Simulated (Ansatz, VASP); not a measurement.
Two plane-wave programs on Si2B3

File INCAR:

```
SYSTEM = Si2B3
  ALGO = Normal
  EDIFF = 1E-7
  EDIFFG = -0.08
  ENCUT = 500
  GGA = PE
  GGA_COMPAT = .FALSE.
  IBRION = 2
  ISIF = 3
  ISMEAR = 0
  LASPH = .TRUE.
  LCHARG = .FALSE.
  LREAL = .FALSE.
  LWAVE = .FALSE.
  NELM = 120
  NELMIN = 4
  NSW = 36
  PREC = Accurate
  SIGMA = 0.2
```

KPOINTS

```
k-points
0
G
  4 4 4
  0 0 0
```

The input POSCAR:

```
Si2B3
1.0
    4.0342546100      0.0000000000      0.0000000000
    0.0000000000      4.0342546100      0.0000000000
    0.0000000000      0.0000000000      3.9343376600
Si B
2 3
Direct
    0.0000000000      0.5000000000      0.5000000000
    0.5000000000      0.0000000000      0.5000000000
    0.5000000000      0.5000000000      0.8457674500
    0.5000000000      0.5000000000      0.1542325500
    0.5000000000      0.5000000000      0.5000000000
```

Input for Ansatz:

```yaml
crystal:
  lattice:
    - [4.03425461, 0.0, 0.0]
    - [0.0, 4.03425461, 0.0]
    - [0.0, 0.0, 3.93433766]
  atoms:
    - { symbol: Si, position: [0.0, 0.5, 0.5] }
    - { symbol: Si, position: [0.5, 0.0, 0.5] }
    - { symbol: B, position: [0.5, 0.5, 0.84576745] }
    - { symbol: B, position: [0.5, 0.5, 0.15423255] }
    - { symbol: B, position: [0.5, 0.5, 0.5] }
basis:
  ecutwfc: 420
kpoints:
  mp_grid: { grid: [4, 4, 4] }
hamiltonian:
  xc: pbe
scf:
  occupations: { method: gaussian, width: 0.2 }
  lower_state_search: "off"
output:
  forces: true
  stress: true
  eigenvalues: true
relax:
  adjacent_minimum: "off"
  f_tol: 0.08
  max_steps: 16
  cell: { stress_tol: 0.8 }
```

Alike in both runs: task relaxation of cell and atoms; functional PBE; k mesh 4 × 4 × 4; occupations gaussian, width 0.2 eV; no spin polarisation.

```csv
,VASP,Ansatz
version,VASP 6.6.1,Ansatz 0.2.0
potentials or method,"VASP PAW PBE potentials, release 64 (Si, B), cutoff 500 eV","scalar-relativistic, plane waves, PAW"
valence electrons in the cell,17,17
```

```csv
,VASP,Ansatz,Ansatz less VASP
"gap on the k mesh at the Fermi level, each at its own relaxed structure (eV)",none,none,-
relaxed volume (Å³/atom),18.14,17.93,-0.209
relaxed cell length with the largest relative difference (Å),4.405,4.387,-0.0181
```

A gap of «none» marks a metal or a gap that the smearing closes.

The k mesh is coarse, so the values compare programs but aren't converged. Noted on VASP's run: the volume moved by over 15 % at a fixed basis, so the end points are rough.
